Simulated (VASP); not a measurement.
Here is a VASP 6.6.1 calculation.

Contents of INCAR:

```
PREC = Accurate
ENCUT = 510
EDIFF = 1E-6
ISMEAR = 0
SIGMA = 0.1
LREAL = False
LASPH = True
NELM = 120
ALGO = Normal
ISIF = 2
LWAVE = False
LCHARG = False
GGA = PE
NBANDS = 35
GGA_COMPAT = False
```

File KPOINTS:

```
regular mesh
0
Gamma
  6 6 2
```

Contents of POSCAR:

```
Ga3As
1.0
    3.6983932900      0.0000000000      0.0000000000
   -1.8491966500      3.2029025500      0.0000000000
    0.0000000000      0.0000000000      7.9456962500
Ga As
3 1
Direct
    0.6666666700      0.3333333300      0.1228424800
    0.6666666700      0.3333333300      0.8771575200
    0.6666666700      0.3333333300      0.5000000000
    0.3333333300      0.6666666700      0.5000000000
```

Potentials or basis: VASP PAW PBE potentials, release 64 (Ga_d, As_d).

Command:

```sh
$ cat potpaw_PBE.64/Ga_d/POTCAR potpaw_PBE.64/As_d/POTCAR > POTCAR
$ mpirun -np 1 vasp_std > vasp.out
```

(1) Predict the band gap on the k mesh.

(2) Predict the pressure.

Answers

(1) zero (bands 27 and 28 overlap by 2.75 eV).

(2) 21.3 GPa.

Caveat: the k points lie up to 0.40 Å⁻¹ apart, too coarse for converged energies and pressures of a metal; forces of over 1 eV/Å act on the atoms, so gaps and moduli don't describe the material at rest.
